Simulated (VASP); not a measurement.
A run of VASP 6.6.1 is set up as follows.

File INCAR:

```
PREC = Accurate
ENCUT = 520
EDIFF = 1E-6
ISMEAR = 0
SIGMA = 0.15
LREAL = Auto
LASPH = T
NELM = 80
ALGO = Normal
ISIF = 2
LWAVE = F
LCHARG = F
GGA = PS
NBANDS = 72
```

The input KPOINTS:

```
regular mesh
0
Gamma
  9 9 3
```

The input POSCAR:

```
TaSi2
1.0
   -4.7609902395      0.0000000000      0.0000000000
   -2.3804951198     -4.1231384946      0.0000000000
    0.0000000000      0.0000000000     16.1122860716
Ta Si
6 12
Direct
    0.5000000000      0.0000000000      0.2034516706
    0.5000000000      0.0000000000      0.6103550117
    0.0000000000      0.5000000000      0.0678172235
    0.0000000000      0.5000000000      0.4747205647
    0.5000000000      0.5000000000      0.7459894587
    0.5000000000      0.5000000000      0.3390861176
    0.1592827539      0.6814344921      0.2034516706
    0.1592827539      0.6814344921      0.6103550117
    0.3185655079      0.8407172461      0.0678172235
    0.3185655079      0.8407172461      0.4747205647
    0.1592827539      0.1592827539      0.7459894587
    0.1592827539      0.1592827539      0.3390861176
    0.8407172461      0.3185655079      0.2034516706
    0.8407172461      0.3185655079      0.6103550117
    0.6814344921      0.1592827539      0.0678172235
    0.6814344921      0.1592827539      0.4747205647
    0.8407172461      0.8407172461      0.7459894587
    0.8407172461      0.8407172461      0.3390861176
```

Potentials or basis: VASP PAW PBE potentials, release 64 (Ta_pv, Si).

The run is started by

```sh
$ cat potpaw_PBE.64/Ta_pv/POTCAR potpaw_PBE.64/Si/POTCAR > POTCAR
$ mpirun -np 1 vasp_std > vasp.out
```

(1) Predict the largest force.

(2) Estimate the pressure.

(3) Estimate the band gap on the k mesh.

Results:

(1) 1.145 eV/Å.

(2) -3.1 GPa.

(3) zero (bands 57 and 58 overlap by 0.38 eV).

Caveat: the cell differs from its parent crystal (the distance across one plane changed); the cell stands under tension; the PAW data sets were made with another functional, which shifts forces and pressure a little; spin-orbit coupling is left out, which moves the levels of the heavy elements.
